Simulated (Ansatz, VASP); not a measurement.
## One calculation of Cr, two programs

```xyz
1
Lattice="-1.4844 1.4844 1.4844 1.4844 -1.4844 1.4844 1.4844 1.4844 -1.4844" Properties=species:S:1:pos:R:3 pbc="T T T"
Cr    0.0000    0.0000    0.0000
```

Alike in both runs: task single point; functional LDA; k mesh 12 × 12 × 12; occupations methfessel-paxton of order 1, width 0.01 eV; collinear spin; Hubbard terms Cr d U = 5.3 eV.

```csv
,VASP,Ansatz
version,VASP 6.6.1,Ansatz 0.2.0
potentials or method,"VASP PAW LDA potentials, release 64 (Cr_pv)",Ansatz PAW
plane-wave cutoff (eV),520,420
valence electrons in the cell,12,14
```

|  | VASP | Ansatz | Ansatz less VASP |
| --- | --- | --- | --- |
| gap on the k mesh at the Fermi level (eV) | none | none | - |
| net moment per atom (μB) | 4.09 | 4.74 | +0.654 |
| size of the moment on the site where the two differ most (μB) | 3.85 | 4.09 | +0.242 |

The net moments are unlike, so the other rows may belong to different states. LDA's correlation is that of Perdew and Zunger in VASP and of Perdew and Wang (1992) in Ansatz. Site moments also hang on the region over which each program counts them. The programs project onto different local orbitals, so the same U acts differently, and such runs can settle in different states. A gap of «none» marks a metal or a gap that the smearing closes. VASP's potentials hold 12 valence electrons a cell and Ansatz's 14, so a difference there can come from the potentials and not from the codes.

Noted on Ansatz's run: the magnetic or orbital state may not be the lowest.
